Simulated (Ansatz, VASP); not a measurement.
Mn3NiB: VASP beside Ansatz

The input POSCAR:

```
Mn3NiB
1.0
    3.8905089964      0.0000000000      0.0000000000
    0.0000000000      3.8905089964      0.0000000000
    0.0000000000      0.0000000000      3.8905089964
Ni B Mn
1 1 3
Direct
    0.0000000000      0.0000000000      0.0000000000
    0.5000000000      0.5000000000      0.5000000000
    0.5000000000      0.5000000000      0.0000000000
    0.5000000000      0.0000000000      0.5000000000
    0.0000000000      0.5000000000      0.5000000000
```

The input INCAR.step1:

```
SYSTEM = Mn3NiB
  PREC = Accurate
  ENCUT = 520
  ISMEAR = 0
  SIGMA = 0.1
  LREAL = .FALSE.
  LASPH = .TRUE.
  NELM = 100
  NBANDS = 34
  GGA = PE
  ALGO = Normal
  EDIFF = 1E-4
  LWAVE = .TRUE.
  LCHARG = .FALSE.
```

The input INCAR.step2:

```
SYSTEM = Mn3NiB
  PREC = Accurate
  ENCUT = 520
  EDIFF = 1E-6
  ISMEAR = 0
  SIGMA = 0.1
  LREAL = .FALSE.
  LASPH = .TRUE.
  NELM = 100
  ALGO = Normal
  ISIF = 2
  LWAVE = .FALSE.
  LCHARG = .FALSE.
  METAGGA = R2SCAN
  LMIXTAU = .TRUE.
  NBANDS = 34
  ISTART = 1
```

The input KPOINTS:

```
Automatic mesh
0
G
  10 10 10
  0 0 0
```

Input for Ansatz:

```yaml
crystal:
  lattice:
    - [3.8905089964, 0.0, 0.0]
    - [0.0, 3.8905089964, 0.0]
    - [0.0, 0.0, 3.8905089964]
  atoms:
    - { symbol: Ni, position: [0.0, 0.0, 0.0] }
    - { symbol: B, position: [0.5, 0.5, 0.5] }
    - { symbol: Mn, position: [0.5, 0.5, 0.0] }
    - { symbol: Mn, position: [0.5, 0.0, 0.5] }
    - { symbol: Mn, position: [0.0, 0.5, 0.5] }
basis:
  ecutwfc: 500
kpoints:
  mp_grid: { grid: [10, 10, 10] }
hamiltonian:
  xc: r2scan
scf:
  occupations: { method: gaussian, width: 0.1 }
  lower_state_search: "off"
output:
  forces: true
  stress: true
  eigenvalues: true
```

Alike in both runs: task single point; functional r2SCAN; k mesh 10 × 10 × 10; occupations gaussian, width 0.1 eV; no spin polarisation.

|  | VASP | Ansatz |
| --- | --- | --- |
| version | VASP 6.6.1 | Ansatz 0.2.0 |
| potentials or method | VASP PAW PBE potentials, release 64 (Ni, B, Mn_pv), cutoff 520 eV | scalar-relativistic, plane waves, PAW |
| valence electrons in the cell | 52 | 66 |

```csv
,VASP,Ansatz,Ansatz less VASP
gap on the k mesh at the Fermi level (eV),none,none,-
pressure (GPa),-22.5,-22.9,-0.39
```

VASP's potentials were made for PBE, not for r2SCAN. A gap of «none» marks a metal or a gap that the smearing closes. The functional is the same, so the differences come from potentials, cutoffs and numerics. VASP's potentials hold 52 valence electrons a cell and Ansatz's 66, so a difference there can come from the potentials and not from the codes.
